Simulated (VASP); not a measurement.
Here is a VASP 6.6.1 calculation.

File INCAR:

```
SYSTEM = MoS2
ALGO     = Normal         ! electronic algorithm
DIPOL    = 0.5 0.5 0.500
EDIFF    = 1E-6           ! SCF threshold, eV
EDIFFG   = -0.003         ! ionic threshold
ENCUT    = 520            ! plane-wave cutoff, eV
GGA      = PS             ! functional
IBRION   = 2              ! ionic algorithm
IDIPOL   = 3            
ISIF     = 2              ! what is computed and relaxed
ISMEAR   = 0              ! smearing method
LASPH    = .True.         ! aspherical terms in the spheres
LCHARG   = .False.        ! write CHGCAR
LDIPOL   = .True.       
LREAL    = .False.        ! projectors in reciprocal space
LWAVE    = .False.        ! write WAVECAR
NELM     = 60             ! most SCF steps
NSW      = 100            ! ionic steps
PREC     = Accurate       ! precision mode
SIGMA    = 0.02           ! smearing width, eV
```

The input KPOINTS:

```
k-points
0
Gamma
  12 12 1
  0 0 0
```

Contents of POSCAR:

```
MoS2
1.0
    3.1284000000      0.0000000000      0.0000000000
   -1.5642000000      2.7092738732      0.0000000000
    0.0000000000      0.0000000000     21.1300000000
S Mo
2 1
Direct
    0.6666666667      0.3333333333      0.4259346900
    0.6666666667      0.3333333333      0.5740653100
    0.3333333333      0.6666666667      0.5000000000
```

Potentials or basis: VASP PAW PBE potentials, release 64 (S, Mo_sv).

Launch:

```bash
$ cat potpaw_PBE.64/S/POTCAR potpaw_PBE.64/Mo_sv/POTCAR > POTCAR
$ mpirun -np 1 vasp_std > vasp.out
```

(1) Estimate the energy gained by relaxing.

(2) Estimate the band gap on the k mesh.

Answers

(1) 0.0 meV/atom.

(2) 1.86 eV, direct.
